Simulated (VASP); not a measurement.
Write the native input for VASP 6.6.1 that does the following.

```yaml
Task: single point
Functional: r2SCAN
Potentials_or_basis: VASP PAW PBE potentials, release 64 (Al, Cu)
Cutoff: 520 eV
k_mesh: 16 × 16 × 6
Occupations: gaussian, width 0.1 eV
Spin: no spin polarisation
Dipole_correction: no
Further_INCAR_settings: ALGO = Normal; EDIFF = 1e-07; NBANDS = 18
```

Crystal: Al3Cu.

```xyz
4
Lattice="2.7784 0.0000 0.0000 0.0000 2.7784 0.0000 0.0000 0.0000 7.5134" Properties=species:S:1:pos:R:3 pbc="T T T"
Al    0.0000    0.0000    3.7567
Al    1.3892    1.3892    1.6989
Al    1.3892    1.3892    5.8145
Cu    0.0000    0.0000    0.0000
```

One way to write it, as run:

POSCAR

```
Al3Cu
1.0
    2.7784054294      0.0000000000      0.0000000000
    0.0000000000      2.7784054294      0.0000000000
    0.0000000000      0.0000000000      7.5134034100
Al Cu
3 1
Direct
    0.0000000000      0.0000000000      0.5000000000
    0.5000000000      0.5000000000      0.2261155100
    0.5000000000      0.5000000000      0.7738844900
    0.0000000000      0.0000000000      0.0000000000
```

INCAR.step1

```
PREC     = Accurate       # precision mode
ENCUT    = 520            # plane-wave cutoff, eV
ISMEAR   = 0              # smearing method
SIGMA    = 0.1            # smearing width, eV
LREAL    = False          # projectors in reciprocal space
LASPH    = True           # aspherical terms in the spheres
NELM     = 60             # most SCF steps
NBANDS   = 18             # bands
GGA      = PE             # functional
ALGO     = Normal         # electronic algorithm
EDIFF    = 1E-4           # SCF threshold, eV
LWAVE    = True           # write WAVECAR
LCHARG   = False          # write CHGCAR
```

INCAR.step2

```
PREC     = Accurate       # precision mode
ENCUT    = 520            # plane-wave cutoff, eV
EDIFF    = 1E-7           # SCF threshold, eV
ISMEAR   = 0              # smearing method
SIGMA    = 0.1            # smearing width, eV
LREAL    = False          # projectors in reciprocal space
LASPH    = True           # aspherical terms in the spheres
NELM     = 60             # most SCF steps
ALGO     = Normal         # electronic algorithm
ISIF     = 2              # what is computed and relaxed
LWAVE    = False          # write WAVECAR
LCHARG   = False          # write CHGCAR
METAGGA  = R2SCAN         # meta-GGA
LMIXTAU  = True         
NBANDS   = 18             # bands
ISTART   = 1
```

KPOINTS

```
regular mesh
0
Gamma
  16 16 6
```

Potentials or basis: VASP PAW PBE potentials, release 64 (Al, Cu).

Launch:

```console
$ cat potpaw_PBE.64/Al/POTCAR potpaw_PBE.64/Cu/POTCAR > POTCAR
$ cp INCAR.step1 INCAR
$ mpirun -np 1 vasp_std > vasp.out
$ cp INCAR.step2 INCAR
$ mpirun -np 1 vasp_std > vasp.out
```

Results of the run:

| Item | Value |
| --- | --- |
| Pressure | 0.3 GPa |
| Largest force | 0.134 eV/Å |
| Band gap on the k mesh | zero (bands 10 and 11 overlap by 6.62 eV) |

Caveat: the PAW data sets were made with another functional, which shifts forces and pressure a little.

It took 11 min on 1 thread of Intel(R) Xeon(R) Platinum 8259CL CPU @ 2.50GHz (Skylake/Cascade Lake), on a shared host, peak memory 0.31 GiB.
